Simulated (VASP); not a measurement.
A run of VASP 6.6.1:

Contents of INCAR:

```
SYSTEM = Be16H
ALGO = Normal ; EDIFF = 1E-7
ENCUT = 520 ; GGA = PE
ISIF = 2 ; ISMEAR = 0
LASPH = .True. ; LCHARG = .False.
LREAL = Auto ; LWAVE = .False.
NBANDS = 30 ; NELM = 80
PREC = Accurate ; SIGMA = 0.05
```

KPOINTS

```
k-points
0
Gamma
  5 6 4
  0 0 0
```

Contents of POSCAR:

```
Be16H
1.0
   -2.2900000000     -3.9663960000      0.0000000000
    3.4350000000     -1.9831980000      0.0000000000
    0.0000000000      0.0000000000      7.1768600000
Be H
16 1
Direct
    0.7500700828      0.5091034904     -0.0047073511
    0.4845404585      0.3409748617      0.2531113885
    0.7500618091      0.5044225743      0.5051543433
    0.4988101030      0.3340052797      0.7506392768
    0.4953068533     -0.0052577310     -0.0044218502
    0.2499358439      0.8327289905      0.2500260560
    0.4972858640     -0.0029788563      0.5038813632
    0.2500585848      0.8279589983      0.7487939015
    0.2500380003      0.4972177644     -0.0006447109
    0.0154381153      0.3404134742      0.2530868653
    0.2500380790      0.4976678897      0.5019200597
    0.0012816873      0.3339723621      0.7506281299
    0.0048426956     -0.0052914780     -0.0044532010
    0.7502195959      0.8167338791      0.2525268711
    0.0028466501     -0.0030122769      0.5038824779
    0.7500456624      0.8385369918      0.7493589118
    0.7496749205      0.1719023487      0.2187083209
```

Potentials or basis: VASP PAW PBE potentials, release 64 (Be, H).

The run is started by

```sh
$ cat potpaw_PBE.64/Be/POTCAR potpaw_PBE.64/H/POTCAR > POTCAR
$ mpirun -np 1 vasp_std > vasp.out
```

Hardware: 1 thread of Oxide Virtual Turin-like Processor, on a shared host.

Q: Estimate the wall time of this run.

A: Wall time 8.2 min on 1 thread of Oxide Virtual Turin-like Processor, on a shared host, peak memory 0.28 GiB. Counts: scf iterations 13, k points 62.
